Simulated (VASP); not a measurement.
A run of VASP 6.6.1 is set up as follows.

Contents of INCAR:

```
SYSTEM = Sc
ALGO = Normal ; EDIFF = 1E-6
ENCUT = 520 ; GGA = PS
ISIF = 2 ; ISMEAR = 0
LASPH = .True. ; LCHARG = .False.
LREAL = .False. ; LWAVE = .False.
NBANDS = 12 ; NELM = 80
PREC = Accurate ; SIGMA = 0.15
```

The input KPOINTS:

```
k-points
0
Gamma
  18 18 18
  0 0 0
```

POSCAR

```
Sc
1.0
    0.0000000000      2.2364425000      2.3045575000
    2.2364425000      0.0000000000      2.3045575000
    2.2364425000      2.2364425000      0.0000000000
Sc
1
Direct
    0.0000000000      0.0000000000      0.0000000000
```

Potentials or basis: VASP PAW PBE potentials, release 64 (Sc_sv).

Run with:

```bash
$ cat potpaw_PBE.64/Sc_sv/POTCAR > POTCAR
$ mpirun -np 1 vasp_std > vasp.out
```

(1) Predict the pressure.

## Answers

(1) 1.3 GPa.

Caveat: the cell differs from its parent crystal (strain -0.015 along x and y, +0.015 along z); the PAW data sets were made with another functional, which shifts forces and pressure a little.
